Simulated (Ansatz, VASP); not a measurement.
# Si: VASP beside Ansatz

```xyz
2
Lattice="0.0000 2.7008 2.7008 2.7008 0.0000 2.7008 2.7008 2.7008 0.0000" Properties=species:S:1:pos:R:3 pbc="T T T"
Si    2.7008    2.7008    2.7008
Si    4.0512    4.0512    4.0512
```

Alike in both runs: task relaxation of cell and atoms; functional LDA; k mesh 10 × 10 × 10; occupations gaussian, width 0.02 eV; no spin polarisation.

|  | VASP | Ansatz |
| --- | --- | --- |
| version | VASP 6.6.1 | Ansatz 0.2.0 |
| potentials or method | VASP PAW LDA potentials, release 64 (Si), cutoff 600 eV | scalar-relativistic, plane waves, PAW |
| valence electrons in the cell | 8 | 8 |

Ansatz gave:

* gap on the k mesh at the Fermi level, each at its own relaxed structure (eV): 0.46
* relaxed volume (Å³/atom): 19.70
* relaxed cell length with the largest relative difference (Å): 3.820

What did VASP give for the same quantities?

gap on the k mesh at the Fermi level, each at its own relaxed structure (eV): 0.45; relaxed volume (Å³/atom): 19.72; relaxed cell length with the largest relative difference (Å): 3.820.

Ansatz warns that its potentials were made for another functional, while VASP's fit it. LDA's correlation is that of Perdew and Zunger in VASP and of Perdew and Wang (1992) in Ansatz.
